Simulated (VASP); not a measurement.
A run of VASP 6.6.1 is set up as follows.

The input INCAR:

```
PREC     = Accurate       # precision mode
ENCUT    = 520            # plane-wave cutoff, eV
EDIFF    = 1E-6           # SCF threshold, eV
ISMEAR   = -1             # smearing method
SIGMA    = 0.1            # smearing width, eV
LREAL    = F              # projectors in reciprocal space
LASPH    = T              # aspherical terms in the spheres
NELM     = 100            # most SCF steps
ALGO     = Normal         # electronic algorithm
ISIF     = 2              # what is computed and relaxed
LWAVE    = F              # write WAVECAR
LCHARG   = F              # write CHGCAR
GGA      = CA             # functional
NBANDS   = 9              # bands
```

File KPOINTS:

```
regular mesh
0
Gamma
  26 26 15
```

POSCAR

```
Be
1.0
    2.1993837461      0.0000000000      0.0000000000
   -1.0996918731      1.9047221968      0.0000000000
    0.0000000000      0.0000000000      3.4609102149
Be
2
Direct
    0.3333333333      0.6666666667      0.2500000000
    0.6666666667      0.3333333333      0.7500000000
```

Potentials or basis: VASP PAW LDA potentials, release 64 (Be).

Run with:

```bash
$ cat potpaw_LDA.64/Be/POTCAR > POTCAR
$ mpirun -np 1 vasp_std > vasp.out
```

(1) What does it give for the band gap on the k mesh?

(2) What does it give for the pressure?

Results:

(1) zero (bands 2 and 3 overlap by 1.76 eV).

(2) 6.2 GPa.

Caveat: the cell stands under pressure.
